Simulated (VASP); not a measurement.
# WSe2 in VASP: notebook

WSe2 is run at these levels: PBEsol+D3(BJ); tasks: single point.

Everything below comes from runs of VASP 6.6.1. Logs are shortened: lines on timing, memory, paths and dates and some standing lists are left out, and cuts for length are marked.

## 1. The cell of the first run

The cell holds a slab with vacuum, 3 atoms: a = 3.318 Å, b = 3.318 Å, c = 16.658 Å, α = 90.00°, β = 90.00°, γ = 120.00°.

## 2. Single point, PBEsol+D3(BJ)

The input, INCAR:

```
PREC = Accurate
ENCUT = 520
EDIFF = 1E-6
ISMEAR = 0
SIGMA = 0.05
LREAL = False
LASPH = True
NELM = 80
ALGO = Normal
ISIF = 2
LWAVE = False
LCHARG = False
GGA = PS
IVDW = 12
NBANDS = 20
```

The input, KPOINTS:

```
Automatic mesh
0
Gamma
  12 12 2
```

The input, POSCAR:

```
WSe2
1.0
    3.3179375931      0.0000000000      0.0000000000
   -1.6589687966      2.8734182438      0.0000000000
    0.0000000000      0.0000000000     16.6581424200
W Se
1 2
Direct
    0.0301392046      0.0301392046      0.0000000000
    0.3333333333      0.6666666667      0.0997865200
    0.3333333333      0.6666666667      0.9002134800
```

Potentials or basis: VASP PAW PBE potentials, release 64 (W_sv, Se).

Started as:

```
$ cat potpaw_PBE.64/W_sv/POTCAR potpaw_PBE.64/Se/POTCAR > POTCAR
$ mpirun -np 1 vasp_std > vasp.out
```

OUTCAR:

```text
PREC = Accurate
   ENCUT = 520
   EDIFF = 1E-6
   ISMEAR = 0
   LREAL = False
   LASPH = True
   NELM = 80
   ISIF = 2
   GGA = PS
   IVDW = 12
 IVDW          = 12

 ion  position               nearest neighbor table
   1  0.030  0.030  0.000-   2 2.47   3 2.47   2 2.54   3 2.54   2 2.60   3 2.60
   2  0.333  0.667  0.100-   1 2.47   1 2.54   1 2.60
   3  0.333  0.667  0.900-   1 2.47   1 2.54   1 2.60

  LATTYP: Found a hexagonal cell.
 ALAT       =     3.3179375931
 C/A-ratio  =     5.0206316281

  Lattice vectors:

 A1 = (   3.3179375931,   0.0000000000,   0.0000000000)
 A2 = (  -1.6589687966,   2.8734182438,   0.0000000000)
 A3 = (   0.0000000000,   0.0000000000,  16.6581424200)

Analysis of symmetry for initial positions (statically):
=====================================================================
 Subroutine PRICEL returns:
 Original cell was already a primitive cell.

 Routine SETGRP: Setting up the symmetry group for a
 hexagonal supercell.

 Subroutine GETGRP returns: Found  2 space group operations
 (whereof  2 operations were pure point group operations)
 out of a pool of 24 trial point group operations.

The static configuration has the point symmetry C_1h.

Analysis of symmetry for dynamics (positions and initial velocities):
=====================================================================
 Subroutine PRICEL returns:
 Original cell was already a primitive cell.

 Routine SETGRP: Setting up the symmetry group for a
 hexagonal supercell.

 Subroutine GETGRP returns: Found  2 space group operations
 (whereof  2 operations were pure point group operations)
 out of a pool of 24 trial point group operations.

The dynamic configuration has the point symmetry C_1h.

 Subroutine INISYM returns: Found  2 space group operations
 (whereof  2 operations are pure point group operations),
 and found     1 'primitive' translations

----------------------------------------------------------------------------------------

                                     Primitive cell

  volume of cell :     158.8158

  direct lattice vectors                    reciprocal lattice vectors
     3.317937593  0.000000000  0.000000000     0.301392046  0.174008779  0.000000000
    -1.658968797  2.873418244  0.000000000     0.000000000  0.348017558  0.000000000
     0.000000000  0.000000000 16.658142420     0.000000000  0.000000000  0.060030703

  length of vectors
     3.317937593  3.317937593 16.658142420     0.348017558  0.348017558  0.060030703

  position of ions in fractional coordinates (direct lattice)
     0.030139205  0.030139205  0.000000000
     0.333333333  0.666666667  0.099786520
     0.333333333  0.666666667  0.900213480

  ion indices of the primitive-cell ions
   primitive index   ion index
                 1           1
                 2           2
                 3           3

----------------------------------------------------------------------------------------

 KPOINTS: Automatic mesh

Automatic generation of k-mesh.
 Grid dimensions read from file:
 generate k-points for:   12   12    2

 Generating k-lattice:

  Cartesian coordinates                     Fractional coordinates (reciprocal lattice)
     0.025116004  0.014500732  0.000000000     0.083333333  0.000000000  0.000000000
     0.000000000  0.029001463  0.000000000     0.000000000  0.083333333  0.000000000
     0.000000000  0.000000000  0.030015351     0.000000000  0.000000000  0.500000000

  Length of vectors
     0.029001463  0.029001463  0.030015351

  Shift w.r.t. Gamma in fractional coordinates (k-lattice)
     0.000000000  0.000000000  0.000000000

 Subroutine IBZKPT returns following result:
 ===========================================

 Found    148 irreducible k-points:

 Following reciprocal coordinates:
            Coordinates               Weight
  0.000000  0.000000  0.000000      1.000000
  0.083333  0.000000  0.000000      2.000000
  0.000000  0.083333  0.000000      2.000000
 -0.083333  0.083333  0.000000      2.000000
  0.166667  0.000000  0.000000      2.000000
  0.000000  0.166667  0.000000      2.000000
[... 16 lines left out ...]
  0.166667  0.083333  0.000000      2.000000
 -0.083333  0.250000  0.000000      2.000000
 [... further k-points ...]
   k-points           NKPTS =    148   k-points in BZ     NKDIM =    148   number of bands    NBANDS=     20
   number of dos      NEDOS =    301   number of ions     NIONS =      3
   total plane-waves  NPLWV =  98784
   dimension x,y,z NGX =    28 NGY =   28 NGZ =  126
   dimension x,y,z NGXF=    56 NGYF=   56 NGZF=  252
   ions per type =               1   2
   NGX,Y,Z   is equivalent  to a cutoff of  14.03, 14.03, 12.57 a.u.
   NGXF,Y,Z  is equivalent  to a cutoff of  28.06, 28.06, 25.15 a.u.
 SYSTEM =  unknown system
   PREC   = accura    normal or accurate (medium, high low for compatibility)
   ISTART =      0    job   : 0-new  1-cont  2-samecut
   ICHARG =      2    charge: 1-file 2-atom 10-const
[... 43 lines left out ...]
   NGX = 13   NGY = 13   NGZ = 61

 number of electron      25.9999998 magnetization

 Free energy of the ion-electron system (eV)
  ---------------------------------------------------
  ext. energy  EPLUGINS =         0.00000000
  ---------------------------------------------------
  free energy    TOTEN  =       -23.12743980 eV

  energy without entropy =      -23.12743980  energy(sigma->0) =      -23.12743980

 E-fermi :  -0.5328     XC(G=0):  -4.7784

 val. band max:       -0.9553630814   @ k =   0.3333   0.3333   0.0000
 cond. band min:       0.5506368292   @ k =   0.3333   0.3333   0.5000
 fundamental gap:      1.5059999106
 Fermi energy:        -0.5327988681

 k-point     1 :       0.0000    0.0000    0.0000
  band No.  band energies     occupation
      1     -74.9679      2.00000
      2     -39.2050      2.00000
      3     -39.1044      2.00000
      4     -39.0815      2.00000
      5     -15.7158      2.00000
      6     -14.4176      2.00000
[... 12 lines left out ...]
     19       4.1029      0.00000
     20       4.2748      0.00000

 k-point     2 :       0.0833    0.0000    0.0000
  band No.  band energies     occupation
      1     -74.9673      2.00000
      2     -39.2024      2.00000
      3     -39.1088      2.00000
      4     -39.0948      2.00000
      5     -15.6163      2.00000
      6     -14.3647      2.00000
[... 12 lines left out ...]
     19       4.2370      0.00000
     20       4.6217      0.00000

 k-point     3 :       0.0000    0.0833    0.0000
  band No.  band energies     occupation
      1     -74.9673      2.00000
      2     -39.2021      2.00000
      3     -39.1186      2.00000
      4     -39.0856      2.00000
      5     -15.6114      2.00000
      6     -14.3711      2.00000
[... 12 lines left out ...]
     19       4.2468      0.00000
     20       4.5979      0.00000

 k-point     4 :      -0.0833    0.0833    0.0000
  band No.  band energies     occupation
      1     -74.9673      2.00000
      2     -39.2022      2.00000
      3     -39.1154      2.00000
      4     -39.0885      2.00000
      5     -15.6136      2.00000
      6     -14.3682      2.00000
[... 12 lines left out ...]
     19       4.2428      0.00000
     20       4.6186      0.00000

 k-point     5 :       0.1667    0.0000    0.0000
  band No.  band energies     occupation
      1     -74.9657      2.00000
      2     -39.1951      2.00000
      3     -39.1370      2.00000
      4     -39.1147      2.00000
      5     -15.3317      2.00000
      6     -14.2134      2.00000
[... 12 lines left out ...]
     19       4.6124      0.00000
     20       5.3035      0.00000
[... 353 lines left out ...]
      6     -14.2817      2.00000
[... 12 lines left out ...]
     19       4.5170      0.00000
     20       5.1433      0.00000

 k-point    22 :      -0.1667    0.0833    0.0000
  band No.  band energies     occupation
      1     -74.9662      2.00000
      2     -39.1974      2.00000
      3     -39.1269      2.00000
      4     -39.1096      2.00000
      5     -15.4231      2.00000
      6     -14.2635      2.00000
[... 12 lines left out ...]
     19       4.4897      0.00000
     20       5.1764      0.00000

 k-point    23 :       0.1667    0.0833    0.0000
  band No.  band energies     occupation
      1     -74.9642      2.00000
      2     -39.1884      2.00000
      3     -39.1743      2.00000
      4     -39.1198      2.00000
      5     -15.0589      2.00000
      6     -14.0845      2.00000
[... 12 lines left out ...]
     19       4.9846      0.00000
     20       5.7487      0.00000

 k-point    24 :      -0.0833    0.2500    0.0000
  band No.  band energies     occupation
      1     -74.9641      2.00000
      2     -39.1922      2.00000
      3     -39.1874      2.00000
      4     -39.1045      2.00000
      5     -15.0314      2.00000
      6     -14.1192      2.00000
[... 12 lines left out ...]
     19       5.0182      0.00000
     20       5.7544      0.00000

 [... further k-points ...]

------------------------ aborting loop because EDIFF is reached ----------------------------------------

 Edisp (eV)   -0.84055

 E8    (eV) :    -0.5843

  FORCE on cell =-STRESS in cart. coord.  units (eV):
  Direction    XX          YY          ZZ          XY          YZ          ZX
  --------------------------------------------------------------------------------------
  -------------------------------------------------------------------------------------
  Total      -2.61638    -1.39496    -0.11264    -0.36645     0.00000     0.00000
  in kB     -26.39479   -14.07272    -1.13639    -3.69686     0.00000     0.00000
  external pressure =      -13.87 kB  Pullay stress =        0.00 kB

 VOLUME and BASIS-vectors are now :
 -----------------------------------------------------------------------------
  energy-cutoff  :      520.00
  volume of cell :      158.82
      direct lattice vectors                 reciprocal lattice vectors
     3.317937593  0.000000000  0.000000000     0.301392046  0.174008779  0.000000000
    -1.658968797  2.873418244  0.000000000     0.000000000  0.348017558  0.000000000
     0.000000000  0.000000000 16.658142420     0.000000000  0.000000000  0.060030703

 POSITION                                       TOTAL-FORCE (eV/Angst)
 -----------------------------------------------------------------------------------
      0.05000      0.08660      0.00000        -0.866259     -1.603684      0.000000
     -0.00000      1.91561      1.66226         0.433130      0.801842     -0.024095
     -0.00000      1.91561     14.99588         0.433130      0.801842      0.024095
 -----------------------------------------------------------------------------------
    total drift:                                0.000041      0.000079     -0.000000

  FREE ENERGIE OF THE ION-ELECTRON SYSTEM (eV)
  ---------------------------------------------------
  free  energy   TOTEN  =       -23.9679887559 eV

  energy  without entropy=      -23.9679887559  energy(sigma->0) =      -23.96798876
```

Wall time 5.5 min (1 thread of Intel Xeon 6975P-C (Granite Rapids), shared host); peak memory 0.63 GiB.

What came out:

```
Free energy                : -23.9680 eV
Largest force              : 1.823 eV/Å
Band gap on the k mesh     : 1.51 eV
Dispersion energy per atom : -0.280 eV
```

Forces on the atoms (eV/Å):
```
W   -0.866 -1.604  0.000
Se   0.433  0.802 -0.024
Se   0.433  0.802  0.024
```

Caveat: the cell differs from its parent crystal (all W atoms moved -0.100 Å, as atom 1 towards its neighbour atom 1 (W) at 3.318 Å); there is no dipole correction, which matters where the two faces differ; the PAW data sets were made with another functional, which shifts forces and pressure a little; spin-orbit coupling is left out, which moves the levels of the heavy elements.

## 3. Single point, PBEsol+D3(BJ)

The input, INCAR:

```
ALGO     = Normal         # electronic algorithm
EDIFF    = 1E-6           # SCF threshold, eV
ENCUT    = 520            # plane-wave cutoff, eV
GGA      = PS             # functional
ISIF     = 2              # what is computed and relaxed
ISMEAR   = 0              # smearing method
IVDW     = 12             # dispersion correction
LASPH    = True           # aspherical terms in the spheres
LCHARG   = True           # write CHGCAR
LELF     = True           # ELF
LREAL    = False          # projectors in reciprocal space
LVHAR    = True         
LWAVE    = False          # write WAVECAR
NBANDS   = 20             # bands
NELM     = 80             # most SCF steps
PREC     = Accurate       # precision mode
SIGMA    = 0.05           # smearing width, eV
```

The input, KPOINTS:

```
k-points
0
Gamma
  12 12 2
```

POSCAR: that of step 2 with these lines changed.

```diff
@@ -8,3 +8,3 @@
 Direct
-    0.0301392046      0.0301392046      0.0000000000
+   -0.0226044035     -0.0226044035      0.0000000000
     0.3333333333      0.6666666667      0.0997865200
```

Potentials or basis: VASP PAW PBE potentials, release 64 (W_sv, Se).

Started as:

```
$ cat potpaw_PBE.64/W_sv/POTCAR potpaw_PBE.64/Se/POTCAR > POTCAR
$ mpirun -np 1 vasp_std > vasp.out
```

Run time: 5.7 min. Hardware: 1 thread of Intel Xeon 6975P-C (Granite Rapids), shared host; peak memory 0.63 GiB.

It converged, with:

```yaml
Free_energy: -24.0079 eV
Largest_force: 1.371 eV/Å
Band_gap_on_the_k_mesh: 1.51 eV
Dispersion_energy_per_atom: -0.280 eV
```

Forces in eV/Å, atoms in the order of the input:
```
W    0.710  1.172  0.000
Se  -0.355 -0.586 -0.072
Se  -0.355 -0.586  0.072
```

Levels at points of the mesh, in eV from the valence-band top:
```
           k point  band 11  band 12  band 13  band 14  band 15  band 16
(0.00, 0.00, 0.00)    -1.56    -0.96    -0.28     2.56     2.94     3.26
(0.50, 0.00, 0.00)    -2.19    -1.17    -0.85     2.29     2.73     3.83
(0.00, 0.50, 0.00)    -1.95    -1.09    -0.78     2.38     2.73     3.48
(0.50, 0.50, 0.00)    -2.06    -1.24    -0.69     2.33     2.74     3.54
(0.00, 0.00, 0.50)    -1.56    -0.96    -0.28     2.56     2.94     3.26
(0.50, 0.00, 0.50)    -2.19    -1.17    -0.85     2.29     2.73     3.83
(0.00, 0.50, 0.50)    -1.95    -1.09    -0.78     2.38     2.73     3.48
(0.50, 0.50, 0.50)    -2.06    -1.24    -0.69     2.33     2.74     3.54
```

Caveat: the cell differs from its parent crystal (all W atoms moved +0.075 Å, as atom 1 towards its neighbour atom 1 (W) at 3.318 Å); there is no dipole correction, which matters where the two faces differ; the PAW data sets were made with another functional, which shifts forces and pressure a little; spin-orbit coupling is left out, which moves the levels of the heavy elements.

## 4. Single point, PBEsol+D3(BJ)

The input, INCAR:

```
SYSTEM = WSe2
PREC = Accurate
ENCUT = 520
EDIFF = 1E-7
ISMEAR = 0
SIGMA = 0.05
LREAL = .FALSE.
LASPH = .TRUE.
NELM = 100
ALGO = Normal
ISIF = 2
LWAVE = .FALSE.
LCHARG = .FALSE.
GGA = PS
IVDW = 12
NBANDS = 20
```

The input, KPOINTS:

```
Automatic mesh
0
G
  12 12 2
  0 0 0
```

POSCAR: that of step 3 with these lines changed.

```diff
@@ -8,3 +8,3 @@
 Direct
-   -0.0226044035     -0.0226044035      0.0000000000
+   -0.0113022017     -0.0113022017      0.0000000000
     0.3333333333      0.6666666667      0.0997865200
```

Started as:

```
$ cat potpaw_PBE.64/W_sv/POTCAR potpaw_PBE.64/Se/POTCAR > POTCAR
$ mpirun -np 1 vasp_std > vasp.out
```

It took 14 min on 1 thread of AMD EPYC 7R43 (Zen 3), shared host; peak memory 0.6 GiB.

The run converged. Its results:

* Free energy: -24.0465 eV
* Largest force: 0.687 eV/Å
* Band gap on the k mesh: 1.51 eV
* Dispersion energy per atom: -0.280 eV

Forces on the atoms (eV/Å):
```
W    0.350  0.591  0.000
Se  -0.175 -0.296 -0.118
Se  -0.175 -0.296  0.118
```

Levels at points of the mesh, in eV from the valence-band top:
```tsv
k point	band 9	band 10	band 11	band 12	band 13	band 14	band 15	band 16	band 17	band 18
(0.00, 0.00, 0.00)	-2.37	-2.09	-1.42	-1.12	-0.26	2.75	3.05	3.11	3.22	4.30
(0.50, 0.00, 0.00)	-4.13	-2.96	-2.12	-1.07	-0.90	2.32	2.74	3.80	4.35	4.42
(0.00, 0.50, 0.00)	-4.21	-3.07	-2.00	-1.02	-0.87	2.37	2.74	3.61	4.31	4.48
(0.50, 0.50, 0.00)	-4.17	-3.01	-2.06	-1.10	-0.82	2.35	2.74	3.67	4.33	4.48
(0.00, 0.00, 0.50)	-2.37	-2.09	-1.42	-1.12	-0.26	2.75	3.05	3.11	3.22	4.35
(0.50, 0.00, 0.50)	-4.13	-2.96	-2.12	-1.07	-0.90	2.32	2.74	3.80	4.35	4.42
(0.00, 0.50, 0.50)	-4.21	-3.07	-2.00	-1.02	-0.87	2.37	2.74	3.61	4.31	4.48
(0.50, 0.50, 0.50)	-4.17	-3.01	-2.06	-1.10	-0.82	2.35	2.74	3.67	4.33	4.48
```

Caveat: the cell differs from its parent crystal (all W atoms moved +0.037 Å, as atom 1 towards its neighbour atom 1 (W) at 3.318 Å); there is no dipole correction, which matters where the two faces differ; the PAW data sets were made with another functional, which shifts forces and pressure a little; spin-orbit coupling is left out, which moves the levels of the heavy elements.

## 5. Single point, PBEsol+D3(BJ)

The input, INCAR:

```
PREC = Accurate
ENCUT = 520
EDIFF = 1E-6
ISMEAR = 0
SIGMA = 0.05
LREAL = F
LASPH = T
NELM = 100
ALGO = Normal
ISIF = 2
LWAVE = F
LCHARG = F
GGA = PS
IVDW = 12
NBANDS = 20
```

The input, KPOINTS:

```
Automatic mesh
0
Gamma
  12 12 2
```

POSCAR: that of step 4 with these lines changed.

```diff
@@ -8,3 +8,3 @@
 Direct
-   -0.0113022017     -0.0113022017      0.0000000000
+   -0.0037674006     -0.0037674006      0.0000000000
     0.3333333333      0.6666666667      0.0997865200
```

Started as:

```
$ cat potpaw_PBE.64/W_sv/POTCAR potpaw_PBE.64/Se/POTCAR > POTCAR
$ mpirun -np 1 vasp_std > vasp.out
```

Run time: 11 min. Hardware: 1 thread of AMD EPYC 7R43 (Zen 3), shared host; peak memory 0.6 GiB.

The run converged. Its results:

- Free energy: -24.0579 eV
- Largest force: 0.229 eV/Å
- Band gap on the k mesh: 1.52 eV
- Dispersion energy per atom: -0.280 eV

Forces in eV/Å, atoms in the order of the input:
```
W    0.115  0.198  0.000
Se  -0.058 -0.099 -0.131
Se  -0.058 -0.099  0.131
```

Levels at points of the mesh, in eV from the valence-band top:
| k point | band 9 | band 10 | band 11 | band 12 | band 13 | band 14 | band 15 | band 16 | band 17 | band 18 |
| --- | --- | --- | --- | --- | --- | --- | --- | --- | --- | --- |
| (0.00, 0.00, 0.00) | -2.39 | -2.08 | -1.32 | -1.22 | -0.26 | 2.87 | 3.00 | 3.12 | 3.17 | 4.29 |
| (0.50, 0.00, 0.00) | -4.15 | -3.00 | -2.08 | -1.00 | -0.94 | 2.34 | 2.74 | 3.75 | 4.34 | 4.43 |
| (0.00, 0.50, 0.00) | -4.18 | -3.03 | -2.04 | -0.98 | -0.93 | 2.36 | 2.74 | 3.68 | 4.33 | 4.45 |
| (0.50, 0.50, 0.00) | -4.16 | -3.01 | -2.06 | -1.01 | -0.92 | 2.35 | 2.74 | 3.71 | 4.34 | 4.45 |
| (0.00, 0.00, 0.50) | -2.39 | -2.08 | -1.32 | -1.22 | -0.26 | 2.87 | 3.00 | 3.12 | 3.17 | 4.35 |
| (0.50, 0.00, 0.50) | -4.15 | -3.00 | -2.08 | -1.00 | -0.94 | 2.34 | 2.74 | 3.75 | 4.34 | 4.43 |
| (0.00, 0.50, 0.50) | -4.18 | -3.03 | -2.04 | -0.98 | -0.93 | 2.36 | 2.74 | 3.68 | 4.33 | 4.45 |
| (0.50, 0.50, 0.50) | -4.16 | -3.01 | -2.06 | -1.01 | -0.92 | 2.35 | 2.74 | 3.71 | 4.34 | 4.45 |

Caveat: the cell differs from its parent crystal (all W atoms moved +0.013 Å, as atom 1 towards its neighbour atom 1 (W) at 3.318 Å); there is no dipole correction, which matters where the two faces differ; the PAW data sets were made with another functional, which shifts forces and pressure a little; spin-orbit coupling is left out, which moves the levels of the heavy elements.

## 6. Overview

| cell | gap on the mesh (eV) | largest force (eV/Å) |
| --- | --- | --- |
| as given, atomic positions A | 1.51 | 1.82 |
| as given, atomic positions B | 1.51 | 1.37 |
| as given, atomic positions C | 1.51 | 0.69 |
| as given, atomic positions D | 1.52 | 0.23 |

Alike in all rows: task single point; level PBEsol+D3(BJ); potentials or basis VASP PAW PBE potentials, release 64 (W_sv, Se); no spin polarisation; k mesh 12 × 12 × 2; cutoff (eV) 520; smearing gaussian 0.05 eV.

Caveats: there is no dipole correction, which matters where the two faces differ; the PAW data sets were made with another functional, which shifts forces and pressure a little; spin-orbit coupling is left out, which moves the levels of the heavy elements.

Total energies depend on the potentials used, so only differences within one code and one set of settings carry meaning.
